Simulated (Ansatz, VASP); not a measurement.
**Two plane-wave programs on Al**

The input INCAR:

```
ALGO = Fast
EDIFF = 1E-6
ENCUT = 520
ISIF = 2
ISMEAR = 0
LASPH = True
LCHARG = False
LREAL = False
LWAVE = False
NBANDS = 8
NELM = 60
PREC = Accurate
SIGMA = 0.15
```

The input KPOINTS:

```
k-points
0
Gamma
  22 22 22
```

Contents of POSCAR:

```
Al
1.0
   -1.5435914848      1.5435914848      1.7924184322
    1.5435914848     -1.5435914848      1.7924184322
    1.5435914848      1.5435914848     -1.7924184322
Al
1
Direct
    0.0000000000      0.0000000000      0.0000000000
```

Input for Ansatz:

```yaml
crystal:
  lattice:
    - [-1.5435914848, 1.5435914848, 1.7924184322]
    - [1.5435914848, -1.5435914848, 1.7924184322]
    - [1.5435914848, 1.5435914848, -1.7924184322]
  atoms:
    - { symbol: Al, position: [0.0, 0.0, 0.0] }
basis:
  ecutwfc: 420
kpoints:
  mp_grid: { grid: [22, 22, 22] }
hamiltonian:
  xc: lda
scf:
  occupations: { method: gaussian, width: 0.15 }
output:
  forces: true
  stress: true
  eigenvalues: true
```

Alike in both runs: task single point; functional LDA; k mesh 22 × 22 × 22; occupations gaussian, width 0.15 eV; no spin polarisation.

|  | VASP | Ansatz |
| --- | --- | --- |
| version | VASP 6.6.1 | Ansatz 0.2.0 |
| potentials or method | VASP PAW LDA potentials, release 64 (Al), cutoff 520 eV | scalar-relativistic, plane waves, PAW |
| valence electrons in the cell | 3 | 3 |

VASP gave:

* gap on the k mesh at the Fermi level (eV): none
* pressure (GPa): -3.9
* traceless stress, the component that is largest in VASP (GPa): 4.38

Question: Estimate Ansatz's values.

Answer: gap on the k mesh at the Fermi level (eV): none; pressure (GPa): -4.0; traceless stress, the component that is largest in VASP (GPa): 4.35.

LDA's correlation is that of Perdew and Zunger in VASP and of Perdew and Wang (1992) in Ansatz. A gap of «none» marks a metal or a gap that the smearing closes.
